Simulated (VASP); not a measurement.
# Cd (Fm-3m) in VASP: notebook

Cd is run at these levels: LDA; tasks: single point.

Everything below comes from runs of VASP 6.6.1. Logs are shortened: lines on timing, memory, paths and dates and some standing lists are left out, and cuts for length are marked.

**1. The cell of the first run**

The structure is cubic, space group Fm-3m (No. 225). Conventional cell: a = 4.059 Å, b = 4.059 Å, c = 4.059 Å, α = 90.00°, β = 90.00°, γ = 90.00°. Cd (site symmetry m-3m) has 12 Cd at 2.87 Å within 3.8 Å.

This isn't the form of Cd at room conditions, which is hcp.

**2. Single point, LDA**

The input, INCAR:

```
PREC = Accurate ; ENCUT = 630
EDIFF = 1E-6 ; ISMEAR = 0
SIGMA = 0.05 ; LREAL = F
LASPH = T ; NELM = 120
ALGO = Normal ; ISIF = 2
LWAVE = F ; LCHARG = T
GGA = CA ; LELF = T
LVHAR = T ; NBANDS = 16
GGA_COMPAT = F
```

The input, KPOINTS:

```
Automatic mesh
0
Gamma
  18 18 18
```

The input, POSCAR:

```
Cd
1.0
    0.0000000000      2.0297004243      2.0297004243
    2.0297004243      0.0000000000      2.0297004243
    2.0297004243      2.0297004243      0.0000000000
Cd
1
Direct
    0.0000000000      0.0000000000      0.0000000000
```

Potentials or basis: VASP PAW LDA potentials, release 64 (Cd_sv_GW).

Started as:

```bash
cat potpaw_LDA.64/Cd_sv_GW/POTCAR > POTCAR
mpirun -np 1 vasp_std > vasp.out
```

OUTCAR:

```text
PREC = Accurate
   ENCUT = 630
   EDIFF = 1E-6
   ISMEAR = 0
   LREAL = F
   LASPH = T
   NELM = 120
   ISIF = 2
   GGA = CA

 ion  position               nearest neighbor table
   1  0.000  0.000  0.000-

  LATTYP: Found a face centered cubic cell.
 ALAT       =     4.0594008486

  Lattice vectors:

 A1 = (   0.0000000000,   2.0297004243,   2.0297004243)
 A2 = (   2.0297004243,   0.0000000000,   2.0297004243)
 A3 = (   2.0297004243,   2.0297004243,   0.0000000000)

Analysis of symmetry for initial positions (statically):
=====================================================================
 Subroutine PRICEL returns:
 Original cell was already a primitive cell.

 Routine SETGRP: Setting up the symmetry group for a
 face centered cubic supercell.

 Subroutine GETGRP returns: Found 48 space group operations
 (whereof 48 operations were pure point group operations)
 out of a pool of 48 trial point group operations.

The static configuration has the point symmetry O_h .

Analysis of symmetry for dynamics (positions and initial velocities):
=====================================================================
 Subroutine PRICEL returns:
 Original cell was already a primitive cell.

 Routine SETGRP: Setting up the symmetry group for a
 face centered cubic supercell.

 Subroutine GETGRP returns: Found 48 space group operations
 (whereof 48 operations were pure point group operations)
 out of a pool of 48 trial point group operations.

The dynamic configuration has the point symmetry O_h .

 Subroutine INISYM returns: Found 48 space group operations
 (whereof 48 operations are pure point group operations),
 and found     1 'primitive' translations

----------------------------------------------------------------------------------------

                                     Primitive cell

  volume of cell :      16.7234

  direct lattice vectors                    reciprocal lattice vectors
     0.000000000  2.029700424  2.029700424    -0.246341772  0.246341772  0.246341772
     2.029700424  0.000000000  2.029700424     0.246341772 -0.246341772  0.246341772
     2.029700424  2.029700424  0.000000000     0.246341772  0.246341772 -0.246341772

  length of vectors
     2.870429868  2.870429868  2.870429868     0.426676466  0.426676466  0.426676466

  position of ions in fractional coordinates (direct lattice)
     0.000000000  0.000000000  0.000000000

  ion indices of the primitive-cell ions
   primitive index   ion index
                 1           1

----------------------------------------------------------------------------------------

 KPOINTS: Automatic mesh

Automatic generation of k-mesh.
 Grid dimensions read from file:
 generate k-points for:   18   18   18

 Generating k-lattice:

  Cartesian coordinates                     Fractional coordinates (reciprocal lattice)
    -0.013685654  0.013685654  0.013685654     0.055555556  0.000000000  0.000000000
     0.013685654 -0.013685654  0.013685654     0.000000000  0.055555556  0.000000000
     0.013685654  0.013685654 -0.013685654     0.000000000  0.000000000  0.055555556

  Length of vectors
     0.023704248  0.023704248  0.023704248

  Shift w.r.t. Gamma in fractional coordinates (k-lattice)
     0.000000000  0.000000000  0.000000000

 Subroutine IBZKPT returns following result:
 ===========================================

 Found    195 irreducible k-points:

 Following reciprocal coordinates:
            Coordinates               Weight
  0.000000  0.000000  0.000000      1.000000
  0.055556  0.000000  0.000000      8.000000
  0.111111  0.000000  0.000000      8.000000
  0.166667  0.000000  0.000000      8.000000
  0.222222  0.000000  0.000000      8.000000
  0.277778  0.000000  0.000000      8.000000
[... 16 lines left out ...]
 -0.277778  0.055556  0.000000     24.000000
 -0.222222  0.055556  0.000000     24.000000
 [... further k-points ...]
   k-points           NKPTS =    195   k-points in BZ     NKDIM =    195   number of bands    NBANDS=     16
   number of dos      NEDOS =    301   number of ions     NIONS =      1
   total plane-waves  NPLWV =  13824
   dimension x,y,z NGX =    24 NGY =   24 NGZ =   24
   dimension x,y,z NGXF=    48 NGYF=   48 NGZF=   48
   ions per type =               1
   NGX,Y,Z   is equivalent  to a cutoff of  13.90, 13.90, 13.90 a.u.
   NGXF,Y,Z  is equivalent  to a cutoff of  27.80, 27.80, 27.80 a.u.
 SYSTEM =  unknown system
   PREC   = accura    normal or accurate (medium, high low for compatibility)
   ISTART =      0    job   : 0-new  1-cont  2-samecut
   ICHARG =      2    charge: 1-file 2-atom 10-const
   ISPIN  =      1    spin polarized calculation?
   LNONCOLLINEAR =      F non collinear calculations
   LSORBIT =      F    spin-orbit coupling
   LASPH  =      T    aspherical Exc in radial PAW
   ENCUT  =  630.0 eV  46.30 Ry    6.80 a.u.   5.87  5.87  5.87*2*pi/ulx,y,z
   NELM   =    120;   NELMIN=  2; NELMDL= -5     # of ELM steps
   EDIFF  = 0.1E-05   stopping-criterion for ELM
   LREAL  =      F    real-space projection
   EDIFFG = 0.1E-04   stopping-criterion for IOM
   NSW    =      0    number of steps for IOM
   IBRION =     -1    ionic relax: 0-MD 1-quasi-New 2-CG
   NFREE  =      0    steps in history (QN), initial steepest desc. (CG)
   ISIF   =      2    stress and relaxation
   ISYM   =      2    0-nonsym 1-usesym 2-fastsym
   POTIM  = 0.5000    time-step for ionic-motion
   TEBEG  =    0.0;   TEEND  =   0.0 temperature during run
   PSTRESS=    0.0 pullay stress
   NELECT =      20.0000    total number of electrons
   NUPDOWN=      -1.0000    fix difference up-down
   EMIN   =  10.00;   EMAX   =-10.00  energy-range for DOS
   EFERMI =   0.00;   METHOD = LEGACY
   ISMEAR =     0;   SIGMA  =   0.05  broadening in eV -4-tet -1-fermi 0-gaus
   EFERMI_NEDOS =   21; number of points for ismear=-14 and -15
   IALGO  =     38    algorithm
   IMIX   =      4    mixing-type and parameters
     AMIX     =   0.40;   BMIX     =  1.00
     AMIX_MAG =   1.60;   BMIX_MAG =  1.00
  volume/ion in A,a.u.               =      16.72       112.86
  Fermi-wavevector in a.u.,A,eV,Ry     =   1.737706  3.283788 41.084439  3.019621
  Thomas-Fermi vector in A             =   2.810878
   LORBIT       =      0    0 simple, 1 ext, 2 COOP (PROOUT), +10 PAW based schemes
   GGA     = CA    functional components
   LHFCALC =     F    Hartree Fock is set to
   AEXX    =    0.0000 exact exchange contribution
   IVDW    =     0    specifies the selected vdW correction
   LEPSILON=     F    determine dielectric tensor
   LRPA    =     F    only Hartree local field effects (RPA)
 non-spin polarized calculation
 Gauss-broadening in eV      SIGMA  =   0.05
  energy-cutoff  :      630.00
  volume of cell :       16.72
 maximum number of plane-waves:       620
   NGX = 11   NGY = 11   NGZ = 11

 number of electron      20.0000010 magnetization

 Free energy of the ion-electron system (eV)
  ---------------------------------------------------
  ext. energy  EPLUGINS =         0.00000000
  ---------------------------------------------------
  free energy    TOTEN  =        -1.34116748 eV

  energy without entropy =       -1.34059153  energy(sigma->0) =       -1.34087950

 E-fermi :   9.3917     XC(G=0): -13.1948

 val. band max:        9.3895603631   @ k =  -0.3889   0.2778   0.0556
 cond. band min:       9.3935748229   @ k =  -0.4444   0.2222   0.0000
 fundamental gap:      0.0040144598
 Fermi energy:         9.3917030295

 k-point     1 :       0.0000    0.0000    0.0000
  band No.  band energies     occupation
      1     -93.6980      2.00000
      2     -55.0124      2.00000
      3     -55.0124      2.00000
      4     -55.0124      2.00000
      5      -1.7493      2.00000
      6      -0.7128      2.00000
[... 8 lines left out ...]
     15      31.0194      0.00000
     16      31.0195      0.00000

 k-point     2 :       0.0556    0.0000    0.0000
  band No.  band energies     occupation
      1     -93.6976      2.00000
      2     -55.0158      2.00000
      3     -55.0129      2.00000
      4     -55.0129      2.00000
      5      -1.6541      2.00000
      6      -0.7252      2.00000
[... 8 lines left out ...]
     15      30.7808      0.00000
     16      30.9938      0.00000

 k-point     3 :       0.1111    0.0000    0.0000
  band No.  band energies     occupation
      1     -93.6966      2.00000
      2     -55.0256      2.00000
      3     -55.0144      2.00000
      4     -55.0144      2.00000
      5      -1.4071      2.00000
      6      -0.7209      2.00000
[... 8 lines left out ...]
     15      30.0091      0.00000
     16      30.8312      0.00000

 k-point     4 :       0.1667    0.0000    0.0000
  band No.  band energies     occupation
      1     -93.6951      2.00000
      2     -55.0409      2.00000
      3     -55.0168      2.00000
      4     -55.0168      2.00000
      5      -1.2306      2.00000
      6      -0.5685      2.00000
[... 8 lines left out ...]
     15      29.3971      0.00000
     16      30.3905      0.00000

 k-point     5 :       0.2222    0.0000    0.0000
  band No.  band energies     occupation
      1     -93.6932      2.00000
      2     -55.0595      2.00000
      3     -55.0197      2.00000
      4     -55.0197      2.00000
      5      -1.2813      2.00000
      6      -0.5397      2.00000
[... 8 lines left out ...]
     15      29.2554      0.00000
     16      29.7802      0.00000

 k-point     6 :       0.2778    0.0000    0.0000
  band No.  band energies     occupation
      1     -93.6912      2.00000
      2     -55.0793      2.00000
      3     -55.0228      2.00000
      4     -55.0228      2.00000
      5      -1.4052      2.00000
      6      -0.5619      2.00000
[... 8 lines left out ...]
     15      29.2472      0.00000
     16      29.2473      0.00000
[... 267 lines left out ...]
 k-point    21 :      -0.3889    0.0556    0.0000
  band No.  band energies     occupation
      1     -93.6872      2.00000
      2     -55.1159      2.00000
      3     -55.0320      2.00000
      4     -55.0284      2.00000
      5      -1.6244      2.00000
      6      -0.6923      2.00000
[... 8 lines left out ...]
     15      28.6662      0.00000
     16      29.1488      0.00000

 k-point    22 :      -0.3333    0.0556    0.0000
  band No.  band energies     occupation
      1     -93.6885      2.00000
      2     -55.1028      2.00000
      3     -55.0303      2.00000
      4     -55.0258      2.00000
      5      -1.5291      2.00000
      6      -0.6407      2.00000
[... 8 lines left out ...]
     15      28.5571      0.00000
     16      28.9932      0.00000

 k-point    23 :      -0.2778    0.0556    0.0000
  band No.  band energies     occupation
      1     -93.6903      2.00000
      2     -55.0856      2.00000
      3     -55.0276      2.00000
      4     -55.0227      2.00000
      5      -1.4047      2.00000
      6      -0.5877      2.00000
[... 8 lines left out ...]
     15      28.5339      0.00000
     16      28.6041      0.00000

 k-point    24 :      -0.2222    0.0556    0.0000
  band No.  band energies     occupation
      1     -93.6923      2.00000
      2     -55.0665      2.00000
      3     -55.0244      2.00000
      4     -55.0196      2.00000
      5      -1.2702      2.00000
      6      -0.5618      2.00000
[... 8 lines left out ...]
     15      28.2157      0.00000
     16      28.8499      0.00000

 [... further k-points ...]
[... 5 lines left out ...]
  --------------------------------------------------------------------------------------
  -------------------------------------------------------------------------------------
  Total        2.1090139      2.1090139      2.1090139     -0.0000000     -0.0000000      0.0000000
  in kB      202.0524845    202.0524845    202.0524845     -0.0000000     -0.0000000      0.0000000
  external PRESSURE =     202.0524845 kB  Pullay stress =       0.0000000 kB

 VOLUME and BASIS-vectors are now :
 -----------------------------------------------------------------------------
  energy-cutoff  :      630.00
  volume of cell :       16.72
      direct lattice vectors                 reciprocal lattice vectors
     0.000000000  2.029700424  2.029700424    -0.246341772  0.246341772  0.246341772
     2.029700424  0.000000000  2.029700424     0.246341772 -0.246341772  0.246341772
     2.029700424  2.029700424  0.000000000     0.246341772  0.246341772 -0.246341772

 POSITION                                       TOTAL-FORCE (eV/Angst)
 -----------------------------------------------------------------------------------
      0.00000      0.00000      0.00000         0.000000      0.000000      0.000000
 -----------------------------------------------------------------------------------
    total drift:                               -0.000000      0.000000     -0.000000

  FREE ENERGIE OF THE ION-ELECTRON SYSTEM (eV)
  ---------------------------------------------------
  free  energy   TOTEN  =        -1.3411674820 eV

  energy  without entropy=       -1.3405915274  energy(sigma->0) =       -1.34087950
```

Wall time 19 s (1 thread of Intel Xeon 6975P-C (Granite Rapids), shared host); peak memory 0.19 GiB.

Results:

```
Free energy            : -1.3412 eV
Pressure               : 20.2 GPa
Band gap on the k mesh : zero (bands 10 and 11 overlap by 2.47 eV)
```

Caveat: the cell stands under pressure.

**3. Single point, LDA**

This run uses another cell than the first one, of 18.78 Å³/atom.

The input, INCAR:

```
PREC = Accurate
ENCUT = 630
EDIFF = 1E-6
ISMEAR = 0
SIGMA = 0.05
LREAL = False
LASPH = True
NELM = 120
ALGO = Normal
ISIF = 2
LWAVE = False
LCHARG = True
LELF = True
LVHAR = True
NBANDS = 16
GGA_COMPAT = False
```

The input, KPOINTS:

```
regular mesh
0
Gamma
  18 18 18
```

The input, POSCAR:

```
Cd
1.0
    0.0000000000      2.1097028912      2.1097028912
    2.1097028912      0.0000000000      2.1097028912
    2.1097028912      2.1097028912      0.0000000000
Cd
1
Direct
    0.0000000000      0.0000000000      0.0000000000
```

Potentials or basis: VASP PAW LDA potentials, release 64 (Cd_sv_GW).

Started as:

```bash
cat potpaw_LDA.64/Cd_sv_GW/POTCAR > POTCAR
mpirun -np 1 vasp_std > vasp.out
```

Run time: 83 s. Hardware: 1 thread of AMD EPYC 7R43 (Zen 3), shared host; peak memory 0.17 GiB.

The run converged. Its results:

```yaml
Free_energy: -1.4967 eV
Pressure: 5.0 GPa
Band_gap_on_the_k_mesh: zero (bands 10 and 11 overlap by 2.63 eV)
```

Levels at points of the mesh, in eV from the Fermi level:
```tsv
k point	band 8	band 9	band 10	band 11	band 12	band 13
(0.00, 0.00, 0.00)	-9.49	-8.86	-8.86	13.55	15.90	15.90
(0.50, 0.00, 0.00)	-8.34	-8.34	-2.91	-1.02	12.83	13.57
(0.50, 0.50, 0.00)	-8.21	-8.21	-1.20	2.02	7.14	7.14
```

Caveat: the cell stands under pressure.

**4. Single point, LDA**

This run uses another cell than the first one, of 17.93 Å³/atom.

The input, INCAR:

```
PREC = Accurate
ENCUT = 630
EDIFF = 1E-6
ISMEAR = 0
SIGMA = 0.05
LREAL = F
LASPH = T
NELM = 120
ALGO = Normal
ISIF = 2
LWAVE = F
LCHARG = F
GGA = CA
NBANDS = 16
GGA_COMPAT = F
```

KPOINTS is that of step 3.

The input, POSCAR:

```
Cd
1.0
    0.0000000000      2.0774651495      2.0774651495
    2.0774651495      0.0000000000      2.0774651495
    2.0774651495      2.0774651495      0.0000000000
Cd
1
Direct
    0.0000000000      0.0000000000      0.0000000000
```

Started as:

```bash
cat potpaw_LDA.64/Cd_sv_GW/POTCAR > POTCAR
mpirun -np 1 vasp_std > vasp.out
```

Wall time 75 s (1 thread of AMD EPYC 7R43 (Zen 3), shared host); peak memory 0.17 GiB.

It converged, with:

| Property | Result |
| --- | --- |
| Free energy | -1.4553 eV |
| Pressure | 10.0 GPa |
| Band gap on the k mesh | zero (bands 10 and 11 overlap by 2.54 eV) |

Levels at points of the mesh, in eV from the Fermi level:
| k point | band 7 | band 8 | band 9 | band 10 | band 11 | band 12 | band 13 | band 14 |
| --- | --- | --- | --- | --- | --- | --- | --- | --- |
| (0.00, 0.00, 0.00) | -9.70 | -9.70 | -9.00 | -9.00 | 13.57 | 16.24 | 16.24 | 16.24 |
| (0.50, 0.00, 0.00) | -9.70 | -8.44 | -8.44 | -3.15 | -0.93 | 12.85 | 13.95 | 13.95 |
| (0.50, 0.50, 0.00) | -8.46 | -8.29 | -8.29 | -1.37 | 2.21 | 7.26 | 7.26 | 12.69 |

Caveat: the cell stands under pressure.

**5. Overview**

| cell | gap on the mesh (eV) | pressure (GPa) |
| --- | --- | --- |
| a = 2.870 Å, angles 60.0°, 1 atom | none | 20.2 |
| a = 2.984 Å, angles 60.0°, 1 atom | none | 5.0 |
| a = 2.938 Å, angles 60.0°, 1 atom | none | 10.0 |

Alike in all rows: task single point; level LDA; potentials or basis VASP PAW LDA potentials, release 64 (Cd_sv_GW); no spin polarisation; k mesh 18 × 18 × 18; cutoff (eV) 630; smearing gaussian 0.05 eV.

Caveats: the cell stands under pressure.

Absolute energies hang on the potentials; compare differences alone.

The gap in the log of VASP goes by the Fermi energy; the results here count the filled bands.